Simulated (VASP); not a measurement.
# La16HO24 (a cell with a defect) in VASP: notebook, part 2 of 2

VASP 6.6.1. The steps go on from the part before.

## (3) Single point, PBE

INCAR reads:

```
SYSTEM = La16HO24
PREC = Accurate ; ENCUT = 520
EDIFF = 1E-6 ; ISMEAR = -1
SIGMA = 0.01 ; LREAL = Auto
LASPH = .TRUE. ; NELM = 60
ALGO = Normal ; ISIF = 2
LWAVE = .FALSE. ; LCHARG = .FALSE.
GGA = PE ; NBANDS = 186
NELECT = 322.0
```

KPOINTS reads:

```
regular mesh
0
G
  1 1 1
  0 0 0
```

POSCAR reads:

```
La16HO24
1.0
    7.8811453700     -0.0000000600      0.0000000000
   -3.9405726400      6.8252721300      0.0000000000
    0.0000000000      0.0000000000     12.3757188400
La O H
16 24 1
Direct
    0.3420698398      0.1839702501      0.3727465903
    0.1843173485      0.3417916482      0.1274455262
    0.3271088687      0.1541274838      0.8693763279
    0.1543666766      0.3267726131      0.6307352406
    0.3420642766      0.6572669829      0.3728016982
    0.1664722338      0.8328365378      0.1050370501
    0.3271498406      0.6721232403      0.8693730957
    0.1664195392      0.8328151467      0.6060359076
    0.8331336221      0.1661746269      0.3949754405
    0.6575393332      0.3417939966      0.1273927616
    0.8331328765      0.1661246656      0.8941311727
    0.6724520551      0.3268155464      0.6307455834
    0.8153075867      0.6572003231      0.3727468327
    0.6574855967      0.8149824554      0.1274410820
    0.8451121961      0.6721452220      0.8693900645
    0.6724884155      0.8448911531      0.6307312004
    0.3219866087      0.1438492123      0.1854412685
    0.1443351758      0.3217782334      0.3147569083
    0.0208075242     -0.0215260280     -0.0134350984
    0.3332454840      0.1664415716      0.6709965787
    0.1667676392      0.3329528796      0.8291172523
   -0.0213338079      0.0206069437      0.5135519869
    0.3219342622      0.6773469147      0.1855380709
    0.1664557264      0.8328164653      0.3917470219
    0.0208773556      0.5415394333     -0.0133748190
    0.3332552376      0.6659965981      0.6709256333
    0.1664499152      0.8327931695      0.8018307565
   -0.0214253769      0.4572651375      0.5135334022
    0.8331300977      0.1661589499      0.1087103721
    0.6775664961      0.3217101090      0.3146676206
    0.4577609483     -0.0216388401     -0.0133986560
    0.8330957525      0.1661633453      0.6983862604
    0.6662915065      0.3329542027      0.8291927227
    0.5420345883      0.0206651149      0.5135130397
    0.8554538147      0.6773395937      0.1854480560
    0.6775429034      0.8549826189      0.3147451918
    0.4997347545      0.4995992782      0.0175257698
    0.8328108644      0.6660089097      0.6710168603
    0.6663070390      0.8324979476      0.8290967283
    0.4998747537      0.4994171610      0.4825414246
   -0.5001954628     -0.5005442955      0.2498851210
```

Potentials or basis: VASP PAW PBE potentials, release 64 (La, O, H).

Run with:

```
cat potpaw_PBE.64/La/POTCAR potpaw_PBE.64/O/POTCAR potpaw_PBE.64/H/POTCAR > POTCAR
mpirun -np 1 vasp_gam > vasp.out
```

OUTCAR:

```text
SYSTEM = La16HO24
   PREC = Accurate
   ENCUT = 520
   EDIFF = 1E-6
   ISMEAR = -1
   LREAL = Auto
   LASPH = .TRUE.
   NELM = 60
   ISIF = 2
   GGA = PE
   NELECT = 322.0

 ion  position               nearest neighbor table
   1  0.342  0.184  0.373-  17 2.33  24 2.41  18 2.41  30 2.41  40 2.55
   2  0.184  0.342  0.127-  18 2.33  29 2.41  17 2.41  23 2.41  37 2.55
   3  0.327  0.154  0.869-  27 2.35  33 2.37  21 2.37  20 2.46  19 2.55  31 2.55   6 3.65
   4  0.154  0.327  0.631-  32 2.35  26 2.37  20 2.37  21 2.46  22 2.55  28 2.55   9 3.65
   5  0.342  0.657  0.373-  23 2.33  24 2.41  36 2.41  18 2.41  40 2.55
   6  0.166  0.833  0.105-  17 2.34  35 2.34  23 2.34  25 2.47  31 2.47  19 2.47   3 3.65  15 3.65
                             7 3.65
   7  0.327  0.672  0.869-  27 2.35  39 2.37  21 2.37  26 2.46  31 2.55  25 2.55   6 3.65
   8  0.166  0.833  0.606-  26 2.41  38 2.41  20 2.41  27 2.42  24 2.65  22 2.81  28 2.81  34 2.81
[... 16 lines left out ...]
  22  0.979  0.021  0.514-   9 2.47   4 2.55  16 2.55   8 2.81
[... 12 lines left out ...]
  35  0.855  0.677  0.185-  13 2.33   6 2.34  10 2.41  14 2.41
  36  0.678  0.855  0.315-  14 2.33   9 2.34   5 2.41  13 2.41
  37  0.500  0.500  0.018-  14 2.55   2 2.55  10 2.55
  38  0.833  0.666  0.671-  12 2.37  16 2.37   8 2.41  15 2.46
  39  0.666  0.832  0.829-   7 2.37  15 2.37  11 2.42  16 2.46
[... 252 lines left out ...]
      3     -23.9542      2.00000
      4     -23.9538      2.00000
      5     -23.9175      2.00000
      6     -23.8932      2.00000
[... 165 lines left out ...]
    172      10.5502      0.00000
    173      10.5517      0.00000
 [bands above 173 left out]

------------------------ aborting loop because EDIFF is reached ----------------------------------------

  FORCE on cell =-STRESS in cart. coord.  units (eV):
  Direction    XX          YY          ZZ          XY          YZ          ZX
  --------------------------------------------------------------------------------------
  -------------------------------------------------------------------------------------
  Total       23.3309822     23.3519057     23.5617749      0.0204059      0.0117106     -0.0159203
  in kB       56.1518233     56.2021808     56.7072835      0.0491119      0.0281844     -0.0383162
  external PRESSURE =      56.3537625 kB  Pullay stress =       0.0000000 kB

 VOLUME and BASIS-vectors are now :
 -----------------------------------------------------------------------------
  energy-cutoff  :      520.00
  volume of cell :      665.70
      direct lattice vectors                 reciprocal lattice vectors
     7.881145370 -0.000000060  0.000000000     0.126885111  0.073257152  0.000000000
    -3.940572640  6.825272130  0.000000000     0.000000001  0.146514305  0.000000000
     0.000000000  0.000000000 12.375718840     0.000000000  0.000000000  0.080803387

 POSITION                                       TOTAL-FORCE (eV/Angst)
 -----------------------------------------------------------------------------------
      1.97095      1.25565      4.61301         0.000270      0.006034     -0.015963
      0.10578      2.33282      1.57723         0.004735      0.004098      0.015479
      1.97064      1.05196     10.75916        -0.000684     -0.005868     -0.017418
     -0.07109      2.23031      7.80580        -0.005151     -0.002671      0.017802
      0.10585      4.48603      4.61369         0.005526     -0.002870     -0.017039
     -1.96986      5.68434      1.29991         0.000006     -0.001117      0.003372
[... 33 lines left out ...]
      1.97160      3.40866      5.97180        -0.000843     -0.000380     -0.004824
      1.97089      3.40892      3.09251        -0.000424      0.000944      0.000758
 -----------------------------------------------------------------------------------
    total drift:                                0.000220     -0.000828      0.005630

  FREE ENERGIE OF THE ION-ELECTRON SYSTEM (eV)
  ---------------------------------------------------
  free  energy   TOTEN  =      -327.4232224213 eV

  energy  without entropy=     -327.4232224213  energy(sigma->0) =     -327.42322242
```

stdout:

```text
POSCAR found type information on POSCAR LaO H
 POSCAR found :  3 types and      41 ions
 scaLAPACK will be used
 LDA part: xc-table for (Slater+PW92), standard interpolation
 POSCAR, INCAR and KPOINTS ok, starting setup
 FFT: planning ... GRIDC
 FFT: planning ... GRID_SOFT
 FFT: planning ... GRID
 WAVECAR not read
 entering main loop
 the old and the new charge density differ
 old charge density:   321.00000 new  321.99999
    0.317E+01
```

It took 12 min on 1 thread of Intel Xeon 8259CL, shared host; peak memory 0.73 GiB.

Results:

```yaml
Free_energy: -327.4232 eV
Largest_force: 0.019 eV/Å
```

Forces in eV/Å, atoms in the order of the input:
```
La   0.000  0.006 -0.016
La   0.005  0.004  0.015
La  -0.001 -0.006 -0.017
La  -0.005 -0.003  0.018
La   0.006 -0.003 -0.017
La   0.000 -0.001  0.003
La  -0.005  0.003 -0.017
La   0.000 -0.001  0.016
La   0.001 -0.001 -0.003
La  -0.005  0.003  0.016
La   0.000  0.000 -0.015
La   0.006 -0.003  0.017
La  -0.005 -0.002 -0.016
La   0.000 -0.006  0.016
La   0.005  0.004 -0.018
La   0.000  0.005  0.019
O   -0.001 -0.001  0.005
O    0.001 -0.001 -0.006
O    0.003 -0.003  0.006
O    0.000  0.004 -0.002
O    0.002  0.003  0.002
O   -0.004  0.002 -0.006
O    0.002 -0.003  0.004
O   -0.001  0.003 -0.006
O    0.000  0.004  0.006
O    0.002  0.000 -0.002
O    0.001  0.000  0.004
O    0.000 -0.003 -0.006
O    0.000  0.002  0.006
O   -0.001  0.000 -0.005
O   -0.004 -0.002  0.006
O    0.001  0.000 -0.005
O   -0.003  0.004  0.002
O    0.003  0.001 -0.006
O   -0.001 -0.003  0.005
O    0.000 -0.002 -0.005
O    0.001 -0.002  0.005
O   -0.003  0.000 -0.003
O    0.000 -0.002  0.003
O   -0.001  0.000 -0.005
H    0.000  0.001  0.001
```

Levels at points of the mesh, in eV from the Fermi level:
```csv
k point,band 157,band 158,band 159,band 160,band 161,band 162,band 163,band 164,band 165,band 166
"(0.00, 0.00, 0.00)",-1.09,-1.04,-1.00,-1.00,-0.34,2.94,2.94,3.35,3.36,3.36
```

Caveat: the k points lie up to 0.92 Å⁻¹ apart, too coarse for converged energies, forces and pressures; the cell carries a net charge on a neutralising background, which shifts energy and pressure; the cell is charged against a uniform background, so pressure and absolute levels hang on convention; spin-orbit coupling is left out, which moves the levels of the heavy elements.
